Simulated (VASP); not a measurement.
# EuNi3 (Pm-3m) in VASP: notebook

The runs below take EuNi3 through single point, with PBE.

Program: VASP 6.6.1. These are calculated values, not measurements. Logs are shortened: lines on timing, memory, paths and dates and some standing lists are left out, and cuts for length are marked.

## Step 1: The cell of the first run

The structure is cubic, space group Pm-3m (No. 221). The conventional cell has a = 3.809 Å, b = 3.809 Å, c = 3.809 Å, α = 90.00°, β = 90.00°, γ = 90.00°. Within 3.6 Å of Eu (site symmetry m-3m) lie 12 Ni at 2.69 Å. Within 3.6 Å of Ni (site symmetry 4/mmm) lie 4 Eu at 2.69 Å and 8 Ni at 2.69 Å.

## Step 2: Single point, PBE, collinear spin, ferromagnetic start

Contents of INCAR:

```
PREC = Accurate
ENCUT = 520
EDIFF = 1E-6
ISMEAR = -1
SIGMA = 0.05
LREAL = F
LASPH = T
NELM = 150
ALGO = Fast
ISIF = 2
LWAVE = F
LCHARG = T
ISPIN = 2
MAGMOM = 7 1 1 1
LORBIT = 11
LMAXMIX = 6
GGA = PE
LELF = T
LVHAR = T
NBANDS = 36
```

Contents of KPOINTS:

```
regular mesh
0
Gamma
  7 7 7
```

Contents of POSCAR:

```
EuNi3
1.0
    3.8085563421      0.0000000000      0.0000000000
    0.0000000000      3.8085563421      0.0000000000
    0.0000000000      0.0000000000      3.8085563421
Eu Ni
1 3
Direct
    0.0000000000      0.0000000000      0.0000000000
    0.5000000000      0.0000000000      0.5000000000
    0.0000000000      0.5000000000      0.5000000000
    0.5000000000      0.5000000000      0.0000000000
```

Potentials or basis: VASP PAW PBE potentials, release 64 (Eu, Ni).

Launch:

```sh
$ cat potpaw_PBE.64/Eu/POTCAR potpaw_PBE.64/Ni/POTCAR > POTCAR
$ mpirun -np 1 vasp_std > vasp.out
```

OUTCAR:

```text
PREC = Accurate
   ENCUT = 520
   EDIFF = 1E-6
   ISMEAR = -1
   LREAL = F
   LASPH = T
   NELM = 150
   ISIF = 2
   ISPIN = 2
   LORBIT = 11
   GGA = PE

 ion  position               nearest neighbor table
   1  0.000  0.000  0.000-   2 2.69   3 2.69   4 2.69   2 2.69   3 2.69   3 2.69   4 2.69   3 2.69
                             2 2.69   4 2.69   2 2.69   4 2.69
   2  0.500  0.000  0.500-   1 2.69   3 2.69   4 2.69   1 2.69   4 2.69   3 2.69   4 2.69   4 2.69
                             1 2.69   3 2.69   1 2.69   3 2.69
   3  0.000  0.500  0.500-   1 2.69   2 2.69   4 2.69   1 2.69   4 2.69   1 2.69   2 2.69   1 2.69
                             2 2.69   4 2.69   4 2.69   2 2.69
   4  0.500  0.500  0.000-   1 2.69   2 2.69   3 2.69   2 2.69   3 2.69   1 2.69   2 2.69   2 2.69
                             1 2.69   3 2.69   3 2.69   1 2.69

  LATTYP: Found a simple cubic cell.
 ALAT       =     3.8085563421

  Lattice vectors:

 A1 = (   3.8085563421,   0.0000000000,   0.0000000000)
 A2 = (   0.0000000000,   3.8085563421,   0.0000000000)
 A3 = (   0.0000000000,   0.0000000000,   3.8085563421)

Analysis of symmetry for initial positions (statically):
=====================================================================
 Subroutine PRICEL returns:
 Original cell was already a primitive cell.

 Routine SETGRP: Setting up the symmetry group for a
 simple cubic supercell.

 Subroutine GETGRP returns: Found 48 space group operations
 (whereof 48 operations were pure point group operations)
 out of a pool of 48 trial point group operations.

The static configuration has the point symmetry O_h .

Analysis of symmetry for dynamics (positions and initial velocities):
=====================================================================
 Subroutine PRICEL returns:
 Original cell was already a primitive cell.

 Routine SETGRP: Setting up the symmetry group for a
 simple cubic supercell.

 Subroutine GETGRP returns: Found 48 space group operations
 (whereof 48 operations were pure point group operations)
 out of a pool of 48 trial point group operations.

The dynamic configuration has the point symmetry O_h .

Analysis of structural, dynamic, and magnetic symmetry:
=====================================================================
 Subroutine PRICEL returns:
 Original cell was already a primitive cell.

 Routine SETGRP: Setting up the symmetry group for a
 simple cubic supercell.

 Subroutine GETGRP returns: Found 48 space group operations
 (whereof 48 operations were pure point group operations)
 out of a pool of 48 trial point group operations.

The overall configuration has the point symmetry O_h .

 Subroutine INISYM returns: Found 48 space group operations
 (whereof 48 operations are pure point group operations),
 and found     1 'primitive' translations

----------------------------------------------------------------------------------------

                                     Primitive cell

  volume of cell :      55.2435

  direct lattice vectors                    reciprocal lattice vectors
     3.808556342  0.000000000  0.000000000     0.262566681  0.000000000  0.000000000
     0.000000000  3.808556342  0.000000000     0.000000000  0.262566681  0.000000000
     0.000000000  0.000000000  3.808556342     0.000000000  0.000000000  0.262566681

  length of vectors
     3.808556342  3.808556342  3.808556342     0.262566681  0.262566681  0.262566681

  position of ions in fractional coordinates (direct lattice)
     0.000000000  0.000000000  0.000000000
     0.500000000  0.000000000  0.500000000
     0.000000000  0.500000000  0.500000000
     0.500000000  0.500000000  0.000000000

  ion indices of the primitive-cell ions
   primitive index   ion index
                 1           1
                 2           2
                 3           3
                 4           4

----------------------------------------------------------------------------------------

[... 24 lines left out ...]
 Following reciprocal coordinates:
            Coordinates               Weight
  0.000000  0.000000  0.000000      1.000000
  0.142857  0.000000  0.000000      6.000000
  0.285714  0.000000  0.000000      6.000000
  0.428571  0.000000  0.000000      6.000000
  0.142857  0.142857  0.000000     12.000000
  0.285714  0.142857  0.000000     24.000000
[... 12 lines left out ...]
  0.428571  0.428571  0.285714     24.000000
  0.428571  0.428571  0.428571      8.000000
   k-points           NKPTS =     20   k-points in BZ     NKDIM =     20   number of bands    NBANDS=     36
   number of dos      NEDOS =    301   number of ions     NIONS =      4
   total plane-waves  NPLWV =  21952
   dimension x,y,z NGX =    28 NGY =   28 NGZ =   28
   dimension x,y,z NGXF=    56 NGYF=   56 NGZF=   56
   ions per type =               1   3
   NGX,Y,Z   is equivalent  to a cutoff of  12.22, 12.22, 12.22 a.u.
   NGXF,Y,Z  is equivalent  to a cutoff of  24.44, 24.44, 24.44 a.u.
 SYSTEM =  unknown system
   PREC   = accura    normal or accurate (medium, high low for compatibility)
   ISTART =      0    job   : 0-new  1-cont  2-samecut
   ICHARG =      2    charge: 1-file 2-atom 10-const
   ISPIN  =      2    spin polarized calculation?
   LNONCOLLINEAR =      F non collinear calculations
   LSORBIT =      F    spin-orbit coupling
   LASPH  =      T    aspherical Exc in radial PAW
   ENCUT  =  520.0 eV  38.22 Ry    6.18 a.u.   7.08  7.08  7.08*2*pi/ulx,y,z
   NELM   =    150;   NELMIN=  2; NELMDL= -5     # of ELM steps
   EDIFF  = 0.1E-05   stopping-criterion for ELM
   LREAL  =      F    real-space projection
   EDIFFG = 0.1E-04   stopping-criterion for IOM
   NSW    =      0    number of steps for IOM
   IBRION =     -1    ionic relax: 0-MD 1-quasi-New 2-CG
   NFREE  =      0    steps in history (QN), initial steepest desc. (CG)
   ISIF   =      2    stress and relaxation
   ISYM   =      2    0-nonsym 1-usesym 2-fastsym
   POTIM  = 0.5000    time-step for ionic-motion
   TEBEG  =    0.0;   TEEND  =   0.0 temperature during run
   PSTRESS=    0.0 pullay stress
   NELECT =      47.0000    total number of electrons
   NUPDOWN=      -1.0000    fix difference up-down
   EMIN   =  10.00;   EMAX   =-10.00  energy-range for DOS
   EFERMI =   0.00;   METHOD = LEGACY
   ISMEAR =    -1;   SIGMA  =   0.05  broadening in eV -4-tet -1-fermi 0-gaus
   EFERMI_NEDOS =   21; number of points for ismear=-14 and -15
   IALGO  =     68    algorithm
   IMIX   =      4    mixing-type and parameters
     AMIX     =   0.40;   BMIX     =  1.00
     AMIX_MAG =   1.60;   BMIX_MAG =  1.00
  volume/ion in A,a.u.               =      13.81        93.20
  Fermi-wavevector in a.u.,A,eV,Ry     =   1.551245  2.931428 32.740530  2.406361
  Thomas-Fermi vector in A             =   2.655792
   LORBIT       =     11    0 simple, 1 ext, 2 COOP (PROOUT), +10 PAW based schemes
   GGA     = PE    functional components
   LHFCALC =     F    Hartree Fock is set to
   AEXX    =    0.0000 exact exchange contribution
   IVDW    =     0    specifies the selected vdW correction
   LEPSILON=     F    determine dielectric tensor
   LRPA    =     F    only Hartree local field effects (RPA)
 spin polarized calculation
 RMM-DIIS sequential band-by-band and
  energy-cutoff  :      520.00
  volume of cell :       55.24
 maximum number of plane-waves:      1503
   NGX = 15   NGY = 15   NGZ = 15

 number of electron      47.0000000 magnetization      10.0000000

 number of electron      47.0000076 magnetization       5.9370592

 Free energy of the ion-electron system (eV)
  ---------------------------------------------------
  ext. energy  EPLUGINS =         0.00000000
  ---------------------------------------------------
  free energy    TOTEN  =       -27.40140448 eV

  energy without entropy =      -27.32224853  energy(sigma->0) =      -27.36182650

 E-fermi :   7.1060     XC(G=0): -12.6468

 val. band max:        7.0960661609   @ k =   0.4286   0.1429   0.0000
 cond. band min:       7.1094458461   @ k =   0.2857   0.2857   0.1429
 fundamental gap:      0.0133796852
 Fermi energy:         7.1059537941

 spin component 1

 k-point     1 :       0.0000    0.0000    0.0000
  band No.  band energies     occupation
      1     -33.5944      1.00000
      2     -12.2597      1.00000
      3     -12.2597      1.00000
      4     -12.2597      1.00000
      5       0.1125      1.00000
      6       3.1251      1.00000
[... 749 lines left out ...]
     34      14.5245      0.00000
     35      14.5248      0.00000
 Fermi energy:         7.1059537941

 spin component 2

 k-point     1 :       0.0000    0.0000    0.0000
  band No.  band energies     occupation
      1     -30.7212      1.00000
      2     -10.2112      1.00000
      3     -10.2112      1.00000
      4     -10.2112      1.00000
      5       0.3456      1.00000
      6       3.2320      1.00000
[... 749 lines left out ...]
     34      15.5939      0.00000
     35      16.3673      0.00000
 [bands above 35 left out]

------------------------ aborting loop because EDIFF is reached ----------------------------------------

  FORCE on cell =-STRESS in cart. coord.  units (eV):
  Direction    XX          YY          ZZ          XY          YZ          ZX
  --------------------------------------------------------------------------------------
  -------------------------------------------------------------------------------------
  Total        3.1830300      3.1830300      3.1830300      0.0000000     -0.0000000      0.0000000
  in kB       92.3145513     92.3145513     92.3145513      0.0000000     -0.0000000      0.0000000
  external PRESSURE =      92.3145513 kB  Pullay stress =       0.0000000 kB

 VOLUME and BASIS-vectors are now :
 -----------------------------------------------------------------------------
  energy-cutoff  :      520.00
  volume of cell :       55.24
      direct lattice vectors                 reciprocal lattice vectors
     3.808556342  0.000000000  0.000000000     0.262566681  0.000000000  0.000000000
     0.000000000  3.808556342  0.000000000     0.000000000  0.262566681  0.000000000
     0.000000000  0.000000000  3.808556342     0.000000000  0.000000000  0.262566681

 POSITION                                       TOTAL-FORCE (eV/Angst)
 -----------------------------------------------------------------------------------
      0.00000      0.00000      0.00000         0.000000      0.000000      0.000000
      1.90428      0.00000      1.90428         0.000000      0.000000      0.000000
      0.00000      1.90428      1.90428         0.000000      0.000000      0.000000
      1.90428      1.90428      0.00000         0.000000      0.000000      0.000000
 -----------------------------------------------------------------------------------
    total drift:                                0.000000      0.000000      0.000000

  FREE ENERGIE OF THE ION-ELECTRON SYSTEM (eV)
  ---------------------------------------------------
  free  energy   TOTEN  =       -27.4014044767 eV

  energy  without entropy=      -27.3222485289  energy(sigma->0) =      -27.36182650

 total charge

# of ion       s       p       d       f       tot
--------------------------------------------------
    1        2.107   5.709   0.827   6.367  15.010
    2        0.491   0.352   8.422   0.000   9.265
    3        0.491   0.352   8.422   0.000   9.265
    4        0.491   0.352   8.422   0.000   9.265
--------------------------------------------------
tot          3.579   6.765  26.093   6.367  42.804

 magnetization (x)

# of ion       s       p       d       f       tot
--------------------------------------------------
    1        0.002  -0.076   0.141   6.205   6.272
    2        0.007   0.019  -0.232   0.000  -0.205
    3        0.007   0.019  -0.232   0.000  -0.205
    4        0.007   0.019  -0.232   0.000  -0.205
--------------------------------------------------
tot          0.023  -0.018  -0.554   6.205   5.656
```

It took 2.7 min on 1 thread of Intel Xeon 6975P-C (Granite Rapids), shared host; peak memory 0.22 GiB.

What came out:

```
Free energy                                           : -27.4014 eV
Pressure                                              : 9.2 GPa
Net moment                                            : 5.94 μB per cell
Site moments                                          : Eu +6.27; Ni -0.20 μB
Valence electrons inside the program's atomic spheres : Eu 15.01; Ni 9.27
```

Levels at points of the mesh, in eV from the Fermi level:
Spin up:
```
           k point  band 22  band 23  band 24  band 25  band 26  band 27  band 28  band 29  band 30  band 31
(0.00, 0.00, 0.00)    -0.44    -0.44    -0.19     0.11     0.11     0.11     2.99     2.99     3.85     3.85
```
Spin down:
```
           k point  band 18  band 19  band 20  band 21  band 22  band 23
(0.00, 0.00, 0.00)    -0.16    -0.16    -0.16     3.05     3.05     3.05
```

Caveat: spin-orbit coupling is left out, which moves the levels of the heavy elements; without U or exact exchange the open f shell lies at the Fermi level, which spoils levels, moments and volumes.

## Step 3: Single point, PBE, collinear spin, ferromagnetic start

This run uses another cell than the first one, of 14.10 Å³/atom, 1.021 times its volume.

INCAR: that of step 2 with these lines changed.

```diff
@@ -2,3 +2,3 @@
 ENCUT = 520
-EDIFF = 1E-6
+EDIFF = 1E-7
 ISMEAR = -1
@@ -8,3 +8,3 @@
 NELM = 150
-ALGO = Fast
+ALGO = Normal
 ISIF = 2
```

Contents of KPOINTS:

```
Automatic mesh
0
Gamma
  7 7 7
```

Contents of POSCAR:

```
EuNi3
1.0
    3.8353780452      0.0000000000      0.0000000000
    0.0000000000      3.8353780452      0.0000000000
    0.0000000000      0.0000000000      3.8353780452
Eu Ni
1 3
Direct
    0.0000000000      0.0000000000      0.0000000000
    0.5000000000      0.0000000000      0.5000000000
    0.0000000000      0.5000000000      0.5000000000
    0.5000000000      0.5000000000      0.0000000000
```

Potentials or basis: VASP PAW PBE potentials, release 64 (Eu, Ni).

Launch:

```sh
$ cat potpaw_PBE.64/Eu/POTCAR potpaw_PBE.64/Ni/POTCAR > POTCAR
$ mpirun -np 1 vasp_std > vasp.out
```

Wall time 2.3 min (1 thread of Oxide Virtual Turin-like, shared host); peak memory 0.21 GiB.

The run converged. Its results:

- Free energy: -27.4588 eV
- Pressure: 6.4 GPa
- Net moment: 5.94 μB per cell
- Site moments: Eu +6.28; Ni -0.21 μB
- Valence electrons inside the program's atomic spheres: Eu 14.98; Ni 9.24

Levels at points of the mesh, in eV from the Fermi level:
Spin up:
```
           k point  band 24  band 25  band 26  band 27  band 28  band 29
(0.00, 0.00, 0.00)    -0.18     0.11     0.11     0.11     2.94     2.94
```
Spin down:
```tsv
k point	band 17	band 18	band 19	band 20	band 21	band 22	band 23	band 24
(0.00, 0.00, 0.00)	-0.39	-0.17	-0.17	-0.17	3.04	3.04	3.04	3.16
```

Caveat: spin-orbit coupling is left out, which moves the levels of the heavy elements; without U or exact exchange the open f shell lies at the Fermi level, which spoils levels, moments and volumes.
